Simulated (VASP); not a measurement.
Ru, 8 atoms in the cell. It takes space group Ia-3 (No. 206, cubic). The conventional cell has a = 6.541 Å, b = 6.541 Å, c = 6.541 Å, α = 90.00°, β = 90.00°, γ = 90.00°. Within 3.1 Å of Ru (site symmetry 3) lie 5 Ru at 2.32 to 3.02 Å. 

* Program: VASP 6.6.1
* Task: single point
* Functional: PBE
* Potentials or basis: VASP PAW PBE potentials, release 64 (Ru_pv)
* Cutoff: 500 eV
* k mesh: 8 × 8 × 8
* Occupations: gaussian, width 0.1 eV
* Spin: no spin polarisation
* Dipole correction: no
* Further INCAR settings: ALGO = Normal; EDIFF = 1e-06; NBANDS = 66

Potentials or basis: VASP PAW PBE potentials, release 64 (Ru_pv).

The run is started by

```sh
$ cat potpaw_PBE.64/Ru_pv/POTCAR > POTCAR
$ mpirun -np 1 vasp_std > vasp.out
```

Hardware: 1 thread of Oxide Virtual Turin-like Processor, on a shared host.

How long does it take, and how much memory?

It took 6.1 min on 1 thread of Oxide Virtual Turin-like Processor, with other jobs on the host, peak memory 0.33 GiB. Counts: scf iterations 12, k points 35.
